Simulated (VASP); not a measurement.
# Hf4Ta (Pmmm) in VASP: a series of runs

Hf4Ta is run at these levels: PBE; tasks: single point, relaxation of cell and atoms.

Program: VASP 6.6.1. These are calculated values, not measurements. Logs are shortened: lines on timing, memory, paths and dates and some standing lists are left out, and cuts for length are marked.

### Step 1. The cell of the first run

It takes space group Pmmm (No. 47, orthorhombic). Conventional cell: a = 3.005 Å, b = 6.024 Å, c = 6.942 Å, α = 90.00°, β = 90.00°, γ = 90.00°. Within 3.9 Å of Hf (site symmetry m) lie 2 Ta at 2.87 Å and 6 Hf at 2.98 to 3.88 Å. Ta (site symmetry mmm) has 8 Hf at 2.87 Å and 2 Ta at 3.00 Å within 3.8 Å.

The cell was built from a structure type or drawn by symmetry, and may not be a known phase.

### Step 2. Single point, PBE

File INCAR:

```
ALGO     = Fast           # electronic algorithm
EDIFF    = 1E-6           # SCF threshold, eV
ENCUT    = 520            # plane-wave cutoff, eV
GGA      = PE             # functional
ISIF     = 2              # what is computed and relaxed
ISMEAR   = 0              # smearing method
LASPH    = True           # aspherical terms in the spheres
LCHARG   = False          # write CHGCAR
LREAL    = False          # projectors in reciprocal space
LWAVE    = False          # write WAVECAR
NBANDS   = 34             # bands
NELM     = 80             # most SCF steps
PREC     = Accurate       # precision mode
SIGMA    = 0.1            # smearing width, eV
```

File KPOINTS:

```
k-points
0
Gamma
  12 6 6
```

File POSCAR:

```
Hf4Ta
1.0
    3.0048983837      0.0000000000      0.0000000000
    0.0000000000      6.0236238570      0.0000000000
    0.0000000000      0.0000000000      6.9415636960
Hf Ta
4 1
Direct
    0.0000000000      0.2524872634      0.2204351792
    0.0000000000      0.2524872634      0.7795648208
    0.0000000000      0.7475127366      0.7795648208
    0.0000000000      0.7475127366      0.2204351792
    0.5000000000      0.5000000000      0.5000000000
```

Potentials or basis: VASP PAW PBE potentials, release 64 (Hf_pv, Ta_pv).

On the command line:

```
> cat potpaw_PBE.64/Hf_pv/POTCAR potpaw_PBE.64/Ta_pv/POTCAR > POTCAR
> mpirun -np 1 vasp_std > vasp.out
```

OUTCAR:

```text
EDIFF = 1E-6
   ENCUT = 520
   GGA = PE
   ISIF = 2
   ISMEAR = 0
   LASPH = True
   LREAL = False
   NELM = 80
   PREC = Accurate

 ion  position               nearest neighbor table
   1  0.000  0.252  0.220-   5 2.87   5 2.87   4 2.98   4 3.04   2 3.06
   2  0.000  0.252  0.780-   5 2.87   5 2.87   3 2.98   3 3.04   1 3.06
   3  0.000  0.748  0.780-   5 2.87   5 2.87   2 2.98   2 3.04   4 3.06
   4  0.000  0.748  0.220-   5 2.87   5 2.87   1 2.98   1 3.04   3 3.06
   5  0.500  0.500  0.500-   1 2.87   2 2.87   3 2.87   4 2.87   1 2.87   2 2.87   3 2.87   4 2.87

  LATTYP: Found a simple orthorhombic cell.
 ALAT       =     3.0048983837
 B/A-ratio  =     2.0046015165
 C/A-ratio  =     2.3100826749

  Lattice vectors:

 A1 = (   3.0048983837,   0.0000000000,   0.0000000000)
 A2 = (   0.0000000000,   6.0236238570,   0.0000000000)
 A3 = (   0.0000000000,   0.0000000000,   6.9415636960)

Analysis of symmetry for initial positions (statically):
=====================================================================
 Subroutine PRICEL returns:
 Original cell was already a primitive cell.

 Routine SETGRP: Setting up the symmetry group for a
 simple orthorhombic supercell.

 Subroutine GETGRP returns: Found  8 space group operations
 (whereof  8 operations were pure point group operations)
 out of a pool of  8 trial point group operations.

The static configuration has the point symmetry D_2h.

Analysis of symmetry for dynamics (positions and initial velocities):
=====================================================================
 Subroutine PRICEL returns:
 Original cell was already a primitive cell.

 Routine SETGRP: Setting up the symmetry group for a
 simple orthorhombic supercell.

 Subroutine GETGRP returns: Found  8 space group operations
 (whereof  8 operations were pure point group operations)
 out of a pool of  8 trial point group operations.

The dynamic configuration has the point symmetry D_2h.

 Subroutine INISYM returns: Found  8 space group operations
 (whereof  8 operations are pure point group operations),
 and found     1 'primitive' translations

----------------------------------------------------------------------------------------

                                     Primitive cell

  volume of cell :     125.6449

  direct lattice vectors                    reciprocal lattice vectors
     3.004898384  0.000000000  0.000000000     0.332789956  0.000000000  0.000000000
     0.000000000  6.023623857  0.000000000     0.000000000  0.166013022  0.000000000
     0.000000000  0.000000000  6.941563696     0.000000000  0.000000000  0.144059760

  length of vectors
     3.004898384  6.023623857  6.941563696     0.332789956  0.166013022  0.144059760

  position of ions in fractional coordinates (direct lattice)
     0.000000000  0.252487263  0.220435179
     0.000000000  0.252487263  0.779564821
     0.000000000  0.747512737  0.779564821
     0.000000000  0.747512737  0.220435179
     0.500000000  0.500000000  0.500000000

  ion indices of the primitive-cell ions
   primitive index   ion index
                 1           1
                 2           2
                 3           3
                 4           4
                 5           5

----------------------------------------------------------------------------------------

 KPOINTS: k-points

Automatic generation of k-mesh.
 Grid dimensions read from file:
 generate k-points for:   12    6    6

 Generating k-lattice:

  Cartesian coordinates                     Fractional coordinates (reciprocal lattice)
     0.027732496  0.000000000  0.000000000     0.083333333  0.000000000  0.000000000
     0.000000000  0.027668837  0.000000000     0.000000000  0.166666667  0.000000000
     0.000000000  0.000000000  0.024009960     0.000000000  0.000000000  0.166666667

  Length of vectors
     0.027732496  0.027668837  0.024009960

  Shift w.r.t. Gamma in fractional coordinates (k-lattice)
     0.000000000  0.000000000  0.000000000

 Subroutine IBZKPT returns following result:
 ===========================================

 Found    112 irreducible k-points:

 Following reciprocal coordinates:
            Coordinates               Weight
  0.000000  0.000000  0.000000      1.000000
  0.083333  0.000000  0.000000      2.000000
  0.166667  0.000000  0.000000      2.000000
  0.250000  0.000000  0.000000      2.000000
  0.333333  0.000000  0.000000      2.000000
  0.416667  0.000000  0.000000      2.000000
[... 16 lines left out ...]
  0.083333  0.500000  0.000000      2.000000
  0.166667  0.500000  0.000000      2.000000
 [... further k-points ...]
   k-points           NKPTS =    112   k-points in BZ     NKDIM =    112   number of bands    NBANDS=     34
   number of dos      NEDOS =    301   number of ions     NIONS =      5
   total plane-waves  NPLWV =  62208
   dimension x,y,z NGX =    24 NGY =   48 NGZ =   54
   dimension x,y,z NGXF=    48 NGYF=   96 NGZF=  108
   ions per type =               4   1
   NGX,Y,Z   is equivalent  to a cutoff of  13.28, 13.25, 12.93 a.u.
   NGXF,Y,Z  is equivalent  to a cutoff of  26.56, 26.50, 25.87 a.u.
 SYSTEM =  unknown system
   PREC   = accura    normal or accurate (medium, high low for compatibility)
   ISTART =      0    job   : 0-new  1-cont  2-samecut
   ICHARG =      2    charge: 1-file 2-atom 10-const
   ISPIN  =      1    spin polarized calculation?
   LNONCOLLINEAR =      F non collinear calculations
   LSORBIT =      F    spin-orbit coupling
   LASPH  =      T    aspherical Exc in radial PAW
   ENCUT  =  520.0 eV  38.22 Ry    6.18 a.u.   5.59 11.20 12.91*2*pi/ulx,y,z
   NELM   =     80;   NELMIN=  2; NELMDL= -5     # of ELM steps
   EDIFF  = 0.1E-05   stopping-criterion for ELM
   LREAL  =      F    real-space projection
   EDIFFG = 0.1E-04   stopping-criterion for IOM
   NSW    =      0    number of steps for IOM
   IBRION =     -1    ionic relax: 0-MD 1-quasi-New 2-CG
   NFREE  =      0    steps in history (QN), initial steepest desc. (CG)
   ISIF   =      2    stress and relaxation
   ISYM   =      2    0-nonsym 1-usesym 2-fastsym
   POTIM  = 0.5000    time-step for ionic-motion
   TEBEG  =    0.0;   TEEND  =   0.0 temperature during run
   PSTRESS=    0.0 pullay stress
   NELECT =      51.0000    total number of electrons
   NUPDOWN=      -1.0000    fix difference up-down
   EMIN   =  10.00;   EMAX   =-10.00  energy-range for DOS
   EFERMI =   0.00;   METHOD = LEGACY
   ISMEAR =     0;   SIGMA  =   0.10  broadening in eV -4-tet -1-fermi 0-gaus
   EFERMI_NEDOS =   21; number of points for ismear=-14 and -15
   IALGO  =     68    algorithm
   IMIX   =      4    mixing-type and parameters
     AMIX     =   0.40;   BMIX     =  1.00
     AMIX_MAG =   1.60;   BMIX_MAG =  1.00
  volume/ion in A,a.u.               =      25.13       169.58
  Fermi-wavevector in a.u.,A,eV,Ry     =   1.212132  2.290597 19.990549  1.469264
  Thomas-Fermi vector in A             =   2.347626
   LORBIT       =      0    0 simple, 1 ext, 2 COOP (PROOUT), +10 PAW based schemes
   GGA     = PE    functional components
   LHFCALC =     F    Hartree Fock is set to
   AEXX    =    0.0000 exact exchange contribution
   IVDW    =     0    specifies the selected vdW correction
   LEPSILON=     F    determine dielectric tensor
   LRPA    =     F    only Hartree local field effects (RPA)
 non-spin polarized calculation
 RMM-DIIS sequential band-by-band and
 Gauss-broadening in eV      SIGMA  =   0.10
  energy-cutoff  :      520.00
  volume of cell :      125.64
 maximum number of plane-waves:      3412
 NGX is ok and might be reduce to    24
   NGX = 11   NGY = 23   NGZ = 25

 number of electron      50.9999999 magnetization

 Free energy of the ion-electron system (eV)
  ---------------------------------------------------
  ext. energy  EPLUGINS =         0.00000000
  ---------------------------------------------------
  free energy    TOTEN  =       -47.58280897 eV

  energy without entropy =      -47.55361957  energy(sigma->0) =      -47.56821427

 E-fermi :   3.6482     XC(G=0): -10.6191

 val. band max:        3.6463772199   @ k =   0.3333   0.0000   0.1667
 cond. band min:       3.6491585089   @ k =   0.0000   0.5000   0.3333
 fundamental gap:      0.0027812890
 Fermi energy:         3.6481927262

 k-point     1 :       0.0000    0.0000    0.0000
  band No.  band energies     occupation
      1     -30.1986      2.00000
      2     -30.1904      2.00000
      3     -29.8907      2.00000
      4     -27.2504      2.00000
      5     -27.1691      2.00000
      6     -27.1177      2.00000
[... 26 lines left out ...]
     33       6.4470      0.00000
     34       6.8792      0.00000

 k-point     2 :       0.0833    0.0000    0.0000
  band No.  band energies     occupation
      1     -30.1935      2.00000
      2     -30.1844      2.00000
      3     -29.9308      2.00000
      4     -27.2431      2.00000
      5     -27.1658      2.00000
      6     -27.1078      2.00000
[... 26 lines left out ...]
     33       6.5793      0.00000
     34       6.7299      0.00000

 k-point     3 :       0.1667    0.0000    0.0000
  band No.  band energies     occupation
      1     -30.1798      2.00000
      2     -30.1680      2.00000
      3     -30.0381      2.00000
      4     -27.2235      2.00000
      5     -27.1570      2.00000
      6     -27.0811      2.00000
[... 26 lines left out ...]
     33       6.5488      0.00000
     34       7.4744      0.00000
[... 704 lines left out ...]
 k-point    23 :       0.0833    0.5000    0.0000
  band No.  band energies     occupation
      1     -30.1943      2.00000
      2     -30.1820      2.00000
      3     -29.9306      2.00000
      4     -27.0786      2.00000
      5     -27.0365      2.00000
      6     -26.9341      2.00000
[... 26 lines left out ...]
     33       5.9991      0.00000
     34       6.2862      0.00000

 k-point    24 :       0.1667    0.5000    0.0000
  band No.  band energies     occupation
      1     -30.1805      2.00000
      2     -30.1661      2.00000
      3     -30.0376      2.00000
      4     -27.0575      2.00000
      5     -27.0281      2.00000
      6     -26.9128      2.00000
[... 26 lines left out ...]
     33       5.9284      0.00000
     34       6.4927      0.00000

 [... further k-points ...]
[... 5 lines left out ...]
  --------------------------------------------------------------------------------------
  -------------------------------------------------------------------------------------
  Total       -0.2723781     -0.2418734     -0.2283691      0.0000000      0.0000000      0.0000000
  in kB       -3.4732643     -3.0842798     -2.9120777      0.0000000      0.0000000      0.0000000
  external PRESSURE =      -3.1565406 kB  Pullay stress =       0.0000000 kB

 VOLUME and BASIS-vectors are now :
 -----------------------------------------------------------------------------
  energy-cutoff  :      520.00
  volume of cell :      125.64
      direct lattice vectors                 reciprocal lattice vectors
     3.004898384  0.000000000  0.000000000     0.332789956  0.000000000  0.000000000
     0.000000000  6.023623857  0.000000000     0.000000000  0.166013022  0.000000000
     0.000000000  0.000000000  6.941563696     0.000000000  0.000000000  0.144059760

 POSITION                                       TOTAL-FORCE (eV/Angst)
 -----------------------------------------------------------------------------------
      0.00000      1.52089      1.53016        -0.000000      0.025846      0.014732
      0.00000      1.52089      5.41140         0.000000      0.025846     -0.014732
      0.00000      4.50274      5.41140         0.000000     -0.025846     -0.014732
      0.00000      4.50274      1.53016         0.000000     -0.025846      0.014732
      1.50245      3.01181      3.47078         0.000000     -0.000000      0.000000
 -----------------------------------------------------------------------------------
    total drift:                                0.000000      0.000000     -0.000000

  FREE ENERGIE OF THE ION-ELECTRON SYSTEM (eV)
  ---------------------------------------------------
  free  energy   TOTEN  =       -47.5828089686 eV

  energy  without entropy=      -47.5536195679  energy(sigma->0) =      -47.56821427
```

Wall time 6.8 min (1 thread of Intel Xeon Platinum 8375C at 2.90GHz (Ice Lake), shared host); peak memory 0.53 GiB.

What came out:

* Free energy: -47.5828 eV
* Pressure: -0.3 GPa
* Largest force: 0.030 eV/Å
* Band gap on the k mesh: zero (an odd number of electrons rules out a gap without spin polarisation)

Forces on the atoms (eV/Å):
```
Hf   0.000  0.026  0.015
Hf   0.000  0.026 -0.015
Hf   0.000 -0.026 -0.015
Hf   0.000 -0.026  0.015
Ta   0.000  0.000  0.000
```

Levels at points of the mesh, in eV from the Fermi level:
```tsv
k point	band 22	band 23	band 24	band 25	band 26	band 27	band 28	band 29
(0.00, 0.00, 0.00)	-1.56	-1.25	-0.77	-0.52	-0.24	0.97	1.02	1.28
(0.50, 0.00, 0.00)	-1.02	-0.75	-0.68	-0.61	-0.22	0.13	0.97	2.21
(0.00, 0.50, 0.00)	-1.33	-1.19	-0.71	0.00	0.09	0.30	1.19	1.23
(0.50, 0.50, 0.00)	-1.16	-1.08	-0.46	-0.06	0.35	0.50	0.91	1.10
(0.00, 0.00, 0.50)	-1.71	-1.11	-0.96	-0.70	0.47	0.75	0.87	1.32
(0.50, 0.00, 0.50)	-1.71	-1.57	-0.88	0.48	0.57	0.74	1.09	1.11
(0.00, 0.50, 0.50)	-0.94	-0.74	-0.41	0.01	0.14	0.63	0.65	1.00
(0.50, 0.50, 0.50)	-0.67	-0.59	-0.50	-0.49	-0.40	-0.16	0.55	1.02
```

Caveat: spin-orbit coupling is left out, which moves the levels of the heavy elements.

### Step 3. Single point, PBE

This run uses another cell than the first one, of 25.01 Å³/atom.

File INCAR:

```
PREC = Accurate ; ENCUT = 520
EDIFF = 1E-6 ; ISMEAR = 0
SIGMA = 0.1 ; LREAL = False
LASPH = True ; NELM = 80
ALGO = Fast ; ISIF = 2
LWAVE = False ; LCHARG = True
GGA = PE ; LELF = True
LVHAR = True ; NBANDS = 34
```

File KPOINTS:

```
Automatic mesh
0
Gamma
  4 4 4
```

File POSCAR:

```
Hf4Ta
1.0
    5.9643503385      0.0000000000      0.0000000000
    0.0000000000      6.9924201279      0.0000000000
    0.0000000000      0.0000000000      2.9989239699
Hf Ta
4 1
Direct
    0.2522513298      0.2194188169      0.0000000000
    0.2522513298      0.7805811831      0.0000000000
    0.7477486702      0.7805811831      0.0000000000
    0.7477486702      0.2194188169      0.0000000000
    0.5000000000      0.5000000000      0.5000000000
```

Potentials or basis: VASP PAW PBE potentials, release 64 (Hf_pv, Ta_pv).

On the command line:

```
> cat potpaw_PBE.64/Hf_pv/POTCAR potpaw_PBE.64/Ta_pv/POTCAR > POTCAR
> mpirun -np 1 vasp_std > vasp.out
```

Wall time 4.6 min (1 thread of Oxide Virtual Turin-like, shared host); peak memory 0.25 GiB.

It converged, with:

```yaml
Free_energy: -47.6506 eV
Pressure: -0.3 GPa
Largest_force: 0.048 eV/Å
Band_gap_on_the_k_mesh: zero (an odd number of electrons rules out a gap without spin polarisation)
```

Forces on the atoms (eV/Å):
```
Hf   0.033  0.034  0.000
Hf   0.033 -0.034  0.000
Hf  -0.033 -0.034  0.000
Hf  -0.033  0.034  0.000
Ta   0.000  0.000  0.000
```

Stress tensor (GPa, compression positive):
```
-0.38  0.00  0.00
 0.00 -0.13  0.00
 0.00  0.00 -0.27
```

Levels at points of the mesh, in eV from the Fermi level:
| k point | band 22 | band 23 | band 24 | band 25 | band 26 | band 27 | band 28 | band 29 |
| --- | --- | --- | --- | --- | --- | --- | --- | --- |
| (0.00, 0.00, 0.00) | -1.57 | -1.26 | -0.82 | -0.51 | -0.21 | 0.89 | 1.09 | 1.27 |
| (0.50, 0.00, 0.00) | -1.35 | -1.17 | -0.72 | 0.06 | 0.12 | 0.32 | 1.24 | 1.28 |
| (0.00, 0.50, 0.00) | -1.67 | -1.14 | -0.97 | -0.75 | 0.47 | 0.79 | 0.93 | 1.36 |
| (0.50, 0.50, 0.00) | -0.95 | -0.77 | -0.42 | 0.00 | 0.17 | 0.63 | 0.67 | 1.03 |
| (0.00, 0.00, 0.50) | -0.98 | -0.75 | -0.65 | -0.63 | -0.24 | 0.05 | 0.88 | 2.29 |
| (0.50, 0.00, 0.50) | -1.13 | -1.08 | -0.49 | -0.12 | 0.35 | 0.50 | 0.97 | 1.16 |
| (0.00, 0.50, 0.50) | -1.72 | -1.54 | -0.92 | 0.43 | 0.56 | 0.78 | 1.10 | 1.11 |
| (0.50, 0.50, 0.50) | -0.61 | -0.61 | -0.54 | -0.53 | -0.34 | -0.17 | 0.54 | 1.08 |

Caveat: the k points lie up to 0.52 Å⁻¹ apart, too coarse for converged energies and pressures of a metal; spin-orbit coupling is left out, which moves the levels of the heavy elements.

(Part 1 of 2 ends here.)
